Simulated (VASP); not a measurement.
Input of a VASP 6.6.1 run:

INCAR

```
SYSTEM = Li4Nb4O11
  ALGO = Normal
  EDIFF = 1E-6
  ENCUT = 520
  GGA = PE
  ISIF = 2
  ISMEAR = 0
  LASPH = .True.
  LCHARG = .False.
  LREAL = Auto
  LWAVE = .False.
  NBANDS = 80
  NELECT = 128.0
  NELM = 100
  PREC = Accurate
  SIGMA = 0.05
```

KPOINTS

```
k-points
0
Gamma
  4 4 4
  0 0 0
```

File POSCAR:

```
Li4Nb4O11
1.0
    5.2231019317      0.0000000000      0.0000000000
    0.0000000000      3.0155593063     -4.5984613597
    0.0000000000      6.0311186126      4.5984613597
Li Nb O
4 4 11
Direct
    0.0000000000      0.5000000000      0.2500000000
    0.5000000000      0.0000000000      0.7500000000
    0.0000000000      0.5000000000      0.7500000000
    0.5000000000      0.0000000000      0.2500000000
    0.5000000000      0.5000000000      0.5000000000
    0.0000000000      0.0000000000      0.0000000000
    0.0000000000      0.0000000000      0.5000000000
    0.5000000000      0.5000000000      0.0000000000
    0.8803293659      0.0000000000      0.2500000000
    0.3803293659      0.5000000000      0.7500000000
    0.8098353170      0.6901646830      0.9401646830
    0.8098353170      0.3098353170      0.5598353170
    0.3098353170      0.8098353170      0.0598353170
    0.1196706341      0.0000000000      0.7500000000
    0.6196706341      0.5000000000      0.2500000000
    0.6901646830      0.8098353170      0.5598353170
    0.1901646830      0.3098353170      0.0598353170
    0.2826714073      0.9331101443      0.4401646830
    0.6901646830      0.1901646830      0.9401646830
```

Potentials or basis: VASP PAW PBE potentials, release 64 (Li_sv, Nb_sv, O).

Launch:

```sh
$ cat potpaw_PBE.64/Li_sv/POTCAR potpaw_PBE.64/Nb_sv/POTCAR potpaw_PBE.64/O/POTCAR > POTCAR
$ mpirun -np 1 vasp_std > vasp.out
```

Estimate the largest force.

13.552 eV/Å.

Forces on the atoms (eV/Å):
```
Li   -0.625  -1.112  -0.724
Li   -0.052   0.455   0.437
Li   -0.328   0.729   0.544
Li    0.453  -1.019  -0.391
Nb    6.352   3.194  -1.029
Nb   -0.172  -0.483  -0.055
Nb  -12.709   4.702   0.169
Nb    0.371  -0.084  -0.219
O    -0.149   0.769   0.577
O    -0.418  -3.042  -1.920
O    -0.352  -0.027   0.219
O    -1.669   0.611  -2.269
O     0.110  -0.208   0.399
O    -0.250  -0.245  -0.248
O    -1.235   2.002   2.028
O    -0.853  -2.120   2.569
O     0.180   0.604   0.093
O    11.581  -5.046   0.212
O    -0.235   0.321  -0.392
```

Caveat: the cell carries a net charge on a neutralising background, which shifts energy and pressure; the cell differs from its parent crystal (atom 18 moved 0.500 of the way to it and +0.175 Å across, host rigid).
